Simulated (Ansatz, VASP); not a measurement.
## BeTe in VASP and in Ansatz

```
Be Te
1.0
     0.00000    3.24121    3.24121
     3.24121    0.00000    3.24121
     3.24121    3.24121    0.00000
Be Te
1 1
Direct
  0.00000 0.00000 0.00000
  0.75000 0.75000 0.75000
```

Alike in both runs: task single point; functional PBE; k mesh 4 × 4 × 4; no spin polarisation.

|  | VASP | Ansatz |
| --- | --- | --- |
| version | VASP 6.6.1 | Ansatz 0.2.0 |
| potentials or method | VASP PAW PBE potentials, release 64 (Be, Te), cutoff 600 eV | scalar-relativistic, plane waves, PAW |
| occupations | methfessel-paxton of order 1, width 0.1 eV | methfessel-paxton of order 1 |
| valence electrons in the cell | 8 | 18 |

|  | VASP | Ansatz | Ansatz less VASP |
| --- | --- | --- | --- |
| gap on the k mesh at the Fermi level (eV) | 1.32 | 1.32 | +0.002 |
| least direct gap on the mesh (eV) | 1.32 | 1.32 | +0.002 |
| pressure (GPa) | -9.9 | -9.9 | -0.03 |

VASP's potentials hold 8 valence electrons a cell and Ansatz's 18, so a difference there can come from the potentials and not from the codes.

Spin-orbit coupling is off throughout.
